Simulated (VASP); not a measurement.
**Sb: single point with LDA**

Sb:

```
Sb
1.0
    -1.68524    1.68524    1.68524
     1.68524   -1.68524    1.68524
     1.68524    1.68524   -1.68524
Sb
1
Direct
  0.00000 0.00000 0.00000
```

* Program: VASP 6.6.1
* Task: single point
* Functional: LDA
* Potentials or basis: VASP PAW LDA potentials, release 64 (Sb)
* Cutoff: 500 eV
* k mesh: 9 × 9 × 9
* Occupations: fermi-dirac, width 0.1 eV
* Spin: no spin polarisation
* Dipole correction: no
* Further INCAR settings: ALGO = Normal; EDIFF = 1e-06; NBANDS = 8

```
Pressure : 41.2 GPa
```

Levels at points of the mesh, in eV from the Fermi level:
```
           k point  band 1  band 2  band 3  band 4  band 5  band 6
(0.00, 0.00, 0.00)  -16.22    8.47    8.47    8.47   11.41   11.41
```

Wall time 6.3 s on 1 thread of Intel Xeon 8259CL (shared host), peak memory 0.13 GiB.

Caveat: spin-orbit coupling is left out, which moves the levels of the heavy elements.
